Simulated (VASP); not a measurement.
Here is a VASP 6.6.1 calculation.

Contents of INCAR:

```
SYSTEM = ZnAu
PREC = Accurate
ENCUT = 520
EDIFF = 1E-8
ISMEAR = -1
SIGMA = 0.05
LREAL = .False.
LASPH = .True.
NELM = 60
ALGO = Normal
ISIF = 2
LWAVE = .False.
LCHARG = .False.
GGA = PS
LEFG = .True.
NBANDS = 18
```

KPOINTS

```
Automatic mesh
0
Gamma
  13 13 13
  0 0 0
```

File POSCAR:

```
ZnAu
1.0
    3.1884126438      0.0000000000      0.0000000000
    0.0000000000      3.1884126438      0.0000000000
    0.0000000000      0.0000000000      3.1884126438
Zn Au
1 1
Direct
    0.5000000000      0.5000000000      0.5000000000
    0.0000000000      0.0000000000      0.0000000000
```

Potentials or basis: VASP PAW PBE potentials, release 64 (Zn, Au).

Run with:

```sh
$ cat potpaw_PBE.64/Zn/POTCAR potpaw_PBE.64/Au/POTCAR > POTCAR
$ mpirun -np 1 vasp_std > vasp.out
```

Predict the pressure.

-6.8 GPa.

Caveat: without QUAD_EFG the Cq values of the log hold for a quadrupole moment of 1 mb, not for the nuclei; the PAW data sets were made with another functional, which shifts forces and pressure a little.
